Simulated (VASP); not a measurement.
# TePb (Fm-3m) in VASP: settings compared

The runs below take TePb through single point, with RPBE+D3(BJ), revPBE+D4, PBEsol, r2SCAN.

Everything below comes from runs of VASP 6.6.1. Logs are shortened: lines on timing, memory, paths and dates and some standing lists are left out, and cuts for length are marked.

**1. The cell of the first run**

It takes space group Fm-3m (No. 225, cubic). The conventional cell has a = 6.589 Å, b = 6.589 Å, c = 6.589 Å, α = 90.00°, β = 90.00°, γ = 90.00°. Pb (site symmetry m-3m) has 6 Te at 3.29 Å within 4.3 Å. Within 4.3 Å of Te (site symmetry m-3m) lie 6 Pb at 3.29 Å.

**2. Single point, RPBE+D3(BJ)**

The input, INCAR:

```
PREC     = Accurate       # precision mode
ENCUT    = 520            # plane-wave cutoff, eV
EDIFF    = 1E-7           # SCF threshold, eV
ISMEAR   = -1             # smearing method
SIGMA    = 0.05           # smearing width, eV
LREAL    = F              # projectors in reciprocal space
LASPH    = T              # aspherical terms in the spheres
NELM     = 60             # most SCF steps
ALGO     = Normal         # electronic algorithm
ISIF     = 2              # what is computed and relaxed
LWAVE    = F              # write WAVECAR
LCHARG   = T              # write CHGCAR
GGA      = RP             # functional
IVDW     = 12             # dispersion correction
LELF     = T              # ELF
LVHAR    = T            
NBANDS   = 17             # bands
```

The input, KPOINTS:

```
regular mesh
0
Gamma
  7 7 7
```

The input, POSCAR:

```
TePb
1.0
    0.0000000000      3.2943690292      3.2943690292
    3.2943690292      0.0000000000      3.2943690292
    3.2943690292      3.2943690292      0.0000000000
Pb Te
1 1
Direct
    0.0000000000      0.0000000000      0.0000000000
    0.5000000000      0.5000000000      0.5000000000
```

Potentials or basis: VASP PAW PBE potentials, release 64 (Pb_d, Te).

The run is started by

```console
$ cat potpaw_PBE.64/Pb_d/POTCAR potpaw_PBE.64/Te/POTCAR > POTCAR
$ mpirun -np 1 vasp_std > vasp.out
```

OUTCAR:

```text
PREC = Accurate
   ENCUT = 520
   EDIFF = 1E-7
   ISMEAR = -1
   LREAL = F
   LASPH = T
   NELM = 60
   ISIF = 2
   GGA = RP
   IVDW = 12
 IVDW          = 12

 ion  position               nearest neighbor table
   1  0.000  0.000  0.000-   2 3.29   2 3.29   2 3.29   2 3.29   2 3.29   2 3.29
   2  0.500  0.500  0.500-   1 3.29   1 3.29   1 3.29   1 3.29   1 3.29   1 3.29

  LATTYP: Found a face centered cubic cell.
 ALAT       =     6.5887380584

  Lattice vectors:

 A1 = (   0.0000000000,   3.2943690292,   3.2943690292)
 A2 = (   3.2943690292,   0.0000000000,   3.2943690292)
 A3 = (   3.2943690292,   3.2943690292,   0.0000000000)

Analysis of symmetry for initial positions (statically):
=====================================================================
 Subroutine PRICEL returns:
 Original cell was already a primitive cell.

 Routine SETGRP: Setting up the symmetry group for a
 face centered cubic supercell.

 Subroutine GETGRP returns: Found 48 space group operations
[... 9 lines left out ...]

 Routine SETGRP: Setting up the symmetry group for a
 face centered cubic supercell.

 Subroutine GETGRP returns: Found 48 space group operations
[... 11 lines left out ...]
                                     Primitive cell

  volume of cell :      71.5067

  direct lattice vectors                    reciprocal lattice vectors
     0.000000000  3.294369029  3.294369029    -0.151774132  0.151774132  0.151774132
     3.294369029  0.000000000  3.294369029     0.151774132 -0.151774132  0.151774132
     3.294369029  3.294369029  0.000000000     0.151774132  0.151774132 -0.151774132

  length of vectors
     4.658941361  4.658941361  4.658941361     0.262880508  0.262880508  0.262880508

  position of ions in fractional coordinates (direct lattice)
     0.000000000  0.000000000  0.000000000
     0.500000000  0.500000000  0.500000000

  ion indices of the primitive-cell ions
   primitive index   ion index
                 1           1
                 2           2

----------------------------------------------------------------------------------------

 KPOINTS: regular mesh

Automatic generation of k-mesh.
 Grid dimensions read from file:
 generate k-points for:    7    7    7

 Generating k-lattice:

  Cartesian coordinates                     Fractional coordinates (reciprocal lattice)
    -0.021682019  0.021682019  0.021682019     0.142857143  0.000000000  0.000000000
     0.021682019 -0.021682019  0.021682019     0.000000000  0.142857143  0.000000000
     0.021682019  0.021682019 -0.021682019     0.000000000  0.000000000  0.142857143

  Length of vectors
     0.037554358  0.037554358  0.037554358

  Shift w.r.t. Gamma in fractional coordinates (k-lattice)
     0.000000000  0.000000000  0.000000000

 Subroutine IBZKPT returns following result:
 ===========================================

 Found     20 irreducible k-points:

 Following reciprocal coordinates:
            Coordinates               Weight
  0.000000  0.000000  0.000000      1.000000
  0.142857  0.000000  0.000000      8.000000
  0.285714  0.000000  0.000000      8.000000
  0.428571  0.000000  0.000000      8.000000
  0.142857  0.142857  0.000000      6.000000
  0.285714  0.142857  0.000000     24.000000
[... 12 lines left out ...]
 -0.428571  0.428571  0.142857     24.000000
 -0.285714  0.428571  0.142857     24.000000
   k-points           NKPTS =     20   k-points in BZ     NKDIM =     20   number of bands    NBANDS=     17
   number of dos      NEDOS =    301   number of ions     NIONS =      2
   total plane-waves  NPLWV =  46656
   dimension x,y,z NGX =    36 NGY =   36 NGZ =   36
   dimension x,y,z NGXF=    72 NGYF=   72 NGZF=   72
   ions per type =               1   1
   NGX,Y,Z   is equivalent  to a cutoff of  12.85, 12.85, 12.85 a.u.
   NGXF,Y,Z  is equivalent  to a cutoff of  25.69, 25.69, 25.69 a.u.
 SYSTEM =  unknown system
   PREC   = accura    normal or accurate (medium, high low for compatibility)
   ISTART =      0    job   : 0-new  1-cont  2-samecut
   ICHARG =      2    charge: 1-file 2-atom 10-const
   ISPIN  =      1    spin polarized calculation?
   LNONCOLLINEAR =      F non collinear calculations
   LSORBIT =      F    spin-orbit coupling
   LASPH  =      T    aspherical Exc in radial PAW
   ENCUT  =  520.0 eV  38.22 Ry    6.18 a.u.   8.66  8.66  8.66*2*pi/ulx,y,z
   NELM   =     60;   NELMIN=  2; NELMDL= -5     # of ELM steps
   EDIFF  = 0.1E-06   stopping-criterion for ELM
   LREAL  =      F    real-space projection
   EDIFFG = 0.1E-05   stopping-criterion for IOM
   NSW    =      0    number of steps for IOM
   IBRION =     -1    ionic relax: 0-MD 1-quasi-New 2-CG
   NFREE  =      0    steps in history (QN), initial steepest desc. (CG)
   ISIF   =      2    stress and relaxation
   ISYM   =      2    0-nonsym 1-usesym 2-fastsym
   POTIM  = 0.5000    time-step for ionic-motion
   TEBEG  =    0.0;   TEEND  =   0.0 temperature during run
   PSTRESS=    0.0 pullay stress
   NELECT =      20.0000    total number of electrons
   NUPDOWN=      -1.0000    fix difference up-down
   EMIN   =  10.00;   EMAX   =-10.00  energy-range for DOS
   EFERMI =   0.00;   METHOD = LEGACY
   ISMEAR =    -1;   SIGMA  =   0.05  broadening in eV -4-tet -1-fermi 0-gaus
   EFERMI_NEDOS =   21; number of points for ismear=-14 and -15
   IALGO  =     38    algorithm
   IMIX   =      4    mixing-type and parameters
     AMIX     =   0.40;   BMIX     =  1.00
     AMIX_MAG =   1.60;   BMIX_MAG =  1.00
  volume/ion in A,a.u.               =      35.75       241.28
  Fermi-wavevector in a.u.,A,eV,Ry     =   1.070621  2.023181 15.595408  1.146230
  Thomas-Fermi vector in A             =   2.206337
   LORBIT       =      0    0 simple, 1 ext, 2 COOP (PROOUT), +10 PAW based schemes
   GGA     = RP    functional components
   LHFCALC =     F    Hartree Fock is set to
   AEXX    =    0.0000 exact exchange contribution
   IVDW    =    12    specifies the selected vdW correction
   LEPSILON=     F    determine dielectric tensor
   LRPA    =     F    only Hartree local field effects (RPA)
 non-spin polarized calculation
  energy-cutoff  :      520.00
  volume of cell :       71.51
 maximum number of plane-waves:      1948
   NGX = 17   NGY = 17   NGZ = 17

 number of electron      19.9999998 magnetization

 Free energy of the ion-electron system (eV)
  ---------------------------------------------------
  ext. energy  EPLUGINS =         0.00000000
  ---------------------------------------------------
  free energy    TOTEN  =        -6.83591001 eV

  energy without entropy =       -6.83590924  energy(sigma->0) =       -6.83590962

 E-fermi :   5.5133     XC(G=0):  -8.9019

 val. band max:        4.9267452197   @ k =   0.4286   0.0000   0.0000
 cond. band min:       6.0768893878   @ k =   0.4286   0.0000   0.0000
 fundamental gap:      1.1501441681
 Fermi energy:         5.5132872552

 k-point     1 :       0.0000    0.0000    0.0000
  band No.  band energies     occupation
      1     -11.6979      2.00000
      2     -11.6979      2.00000
      3     -11.6964      2.00000
      4     -11.6964      2.00000
      5     -11.6964      2.00000
      6      -6.5177      2.00000
[... 9 lines left out ...]
     16      10.9679      0.00000
     17      12.4935      0.00000

 k-point     2 :       0.1429    0.0000    0.0000
  band No.  band energies     occupation
      1     -11.6999      2.00000
      2     -11.6999      2.00000
      3     -11.6959      2.00000
      4     -11.6939      2.00000
      5     -11.6939      2.00000
      6      -6.3577      2.00000
[... 9 lines left out ...]
     16      11.3268      0.00000
     17      13.6375      0.00000

 k-point     3 :       0.2857    0.0000    0.0000
  band No.  band energies     occupation
      1     -11.7048      2.00000
      2     -11.7048      2.00000
      3     -11.6949      2.00000
      4     -11.6879      2.00000
      5     -11.6879      2.00000
      6      -5.9090      2.00000
[... 9 lines left out ...]
     16      12.3065      0.00000
     17      15.5837      0.00000

 k-point     4 :       0.4286    0.0000    0.0000
  band No.  band energies     occupation
      1     -11.7088      2.00000
      2     -11.7088      2.00000
      3     -11.6942      2.00000
      4     -11.6831      2.00000
      5     -11.6831      2.00000
      6      -5.3517      2.00000
[... 9 lines left out ...]
     16      13.7543      0.00000
     17      14.9124      0.00000

 k-point     5 :       0.1429    0.1429    0.0000
  band No.  band energies     occupation
      1     -11.7038      2.00000
      2     -11.6978      2.00000
      3     -11.6963      2.00000
      4     -11.6929      2.00000
      5     -11.6929      2.00000
      6      -6.3054      2.00000
[... 9 lines left out ...]
     16      11.9210      0.00000
     17      12.8851      0.00000

 k-point     6 :       0.2857    0.1429    0.0000
  band No.  band energies     occupation
      1     -11.7102      2.00000
      2     -11.6984      2.00000
      3     -11.6974      2.00000
      4     -11.6891      2.00000
      5     -11.6870      2.00000
      6      -5.9563      2.00000
[... 9 lines left out ...]
     16      12.9314      0.00000
     17      14.1873      0.00000

 k-point     7 :       0.4286    0.1429    0.0000
  band No.  band energies     occupation
      1     -11.7144      2.00000
      2     -11.7032      2.00000
      3     -11.6945      2.00000
      4     -11.6860      2.00000
      5     -11.6822      2.00000
      6      -5.4230      2.00000
[... 9 lines left out ...]
     16      14.2854      0.00000
     17      14.8864      0.00000

 k-point     8 :      -0.4286    0.1429    0.0000
  band No.  band energies     occupation
      1     -11.7133      2.00000
      2     -11.7067      2.00000
      3     -11.6925      2.00000
      4     -11.6845      2.00000
      5     -11.6825      2.00000
      6      -5.1688      2.00000
[... 9 lines left out ...]
     16      13.6486      0.00000
     17      15.4261      0.00000
[... 123 lines left out ...]
      1     -11.7389      2.00000
      2     -11.7033      2.00000
      3     -11.6897      2.00000
      4     -11.6776      2.00000
      5     -11.6776      2.00000
      6      -5.1404      2.00000
[... 9 lines left out ...]
     16      14.9005      0.00000
     17      16.2267      0.00000

 k-point    16 :      -0.4286    0.4286    0.0000
  band No.  band energies     occupation
      1     -11.7376      2.00000
      2     -11.7012      2.00000
      3     -11.6920      2.00000
      4     -11.6785      2.00000
      5     -11.6775      2.00000
      6      -4.9969      2.00000
[... 9 lines left out ...]
     16      15.1042      0.00000
     17      15.7659      0.00000

 k-point    17 :       0.4286    0.2857    0.1429
  band No.  band energies     occupation
      1     -11.7170      2.00000
      2     -11.6992      2.00000
      3     -11.6968      2.00000
      4     -11.6848      2.00000
      5     -11.6843      2.00000
      6      -5.5639      2.00000
[... 9 lines left out ...]
     16      13.8551      0.00000
     17      14.6881      0.00000

 k-point    18 :      -0.4286    0.2857    0.1429
  band No.  band energies     occupation
      1     -11.7203      2.00000
      2     -11.7020      2.00000
      3     -11.6925      2.00000
      4     -11.6864      2.00000
      5     -11.6808      2.00000
      6      -5.1213      2.00000
[... 9 lines left out ...]
     16      14.4238      0.00000
     17      15.3085      0.00000

 k-point    19 :      -0.4286    0.4286    0.1429
  band No.  band energies     occupation
      1     -11.7320      2.00000
      2     -11.6985      2.00000
      3     -11.6950      2.00000
      4     -11.6821      2.00000
      5     -11.6777      2.00000
      6      -5.0406      2.00000
[... 9 lines left out ...]
     16      15.0485      0.00000
     17      15.9220      0.00000

 k-point    20 :      -0.2857    0.4286    0.1429
  band No.  band energies     occupation
      1     -11.7276      2.00000
      2     -11.6990      2.00000
      3     -11.6926      2.00000
      4     -11.6874      2.00000
      5     -11.6777      2.00000
      6      -4.9293      2.00000
[... 9 lines left out ...]
     16      15.3234      0.00000
     17      15.6323      0.00000

------------------------ aborting loop because EDIFF is reached ----------------------------------------

 Edisp (eV)   -3.49258

 E8    (eV) :    -2.3700

  FORCE on cell =-STRESS in cart. coord.  units (eV):
  Direction    XX          YY          ZZ          XY          YZ          ZX
  --------------------------------------------------------------------------------------
  -------------------------------------------------------------------------------------
  Total      -4.40005    -4.40005    -4.40005     0.00000     0.00000     0.00000
  in kB     -98.58743   -98.58743   -98.58743     0.00000     0.00000     0.00000
  external pressure =      -98.59 kB  Pullay stress =        0.00 kB

 VOLUME and BASIS-vectors are now :
 -----------------------------------------------------------------------------
  energy-cutoff  :      520.00
  volume of cell :       71.51
      direct lattice vectors                 reciprocal lattice vectors
     0.000000000  3.294369029  3.294369029    -0.151774132  0.151774132  0.151774132
     3.294369029  0.000000000  3.294369029     0.151774132 -0.151774132  0.151774132
     3.294369029  3.294369029  0.000000000     0.151774132  0.151774132 -0.151774132

 POSITION                                       TOTAL-FORCE (eV/Angst)
 -----------------------------------------------------------------------------------
      0.00000      0.00000      0.00000         0.000000      0.000000      0.000000
      3.29437      3.29437      3.29437         0.000000      0.000000     -0.000000
 -----------------------------------------------------------------------------------
    total drift:                               -0.000000      0.000000      0.000000

  FREE ENERGIE OF THE ION-ELECTRON SYSTEM (eV)
  ---------------------------------------------------
  free  energy   TOTEN  =       -10.3284872448 eV

  energy  without entropy=      -10.3284864743  energy(sigma->0) =      -10.32848686
```

It took 21 s on 1 thread of AMD EPYC 9R45 (Zen 5), shared host; peak memory 0.19 GiB.

Results:

| Item | Value |
| --- | --- |
| Free energy | -10.3285 eV |
| Pressure | -9.9 GPa |
| Dispersion energy per atom | -1.746 eV |

Caveat: this odd mesh misses L, where the gap lies, so gap, dielectric constants and Born charges aren't listed; the PAW data sets were made with another functional, which shifts forces and pressure a little; spin-orbit coupling is left out, which moves the levels of the heavy elements.

**3. Single point, revPBE+D4**

The input, INCAR:

```
ALGO = Normal ; EDIFF = 1E-6
ENCUT = 520 ; GGA = RE
ISIF = 2 ; ISMEAR = -1
IVDW = 13 ; LASPH = True
LCHARG = False ; LREAL = False
LWAVE = False ; NBANDS = 17
NELM = 80 ; PREC = Accurate
SIGMA = 0.05
```

The input, KPOINTS:

```
k-points
0
Gamma
  7 7 7
```

POSCAR is that of step 2.

Potentials or basis: VASP PAW PBE potentials, release 64 (Pb_d, Te).

The run is started by

```console
$ cat potpaw_PBE.64/Pb_d/POTCAR potpaw_PBE.64/Te/POTCAR > POTCAR
$ mpirun -np 1 vasp_std > vasp.out
```

It took 15 s on 1 thread of AMD EPYC 9R45 (Zen 5), shared host; peak memory 0.18 GiB.

It converged, with:

| Item | Value |
| --- | --- |
| Free energy | -8.1766 eV |
| Pressure | 0.5 GPa |
| Dispersion energy per atom | -0.625 eV |

Levels at points of the mesh, in eV from the Fermi level:
```
           k point  band 7  band 8  band 9  band 10  band 11  band 12  band 13  band 14
(0.00, 0.00, 0.00)   -6.20   -1.63   -1.63    -1.63     3.55     3.55     3.55     5.46
```

Caveat: this odd mesh misses L, where the gap lies, so gap, dielectric constants and Born charges aren't listed; the PAW data sets were made with another functional, which shifts forces and pressure a little; spin-orbit coupling is left out, which moves the levels of the heavy elements.

[end of part 1 of 2]
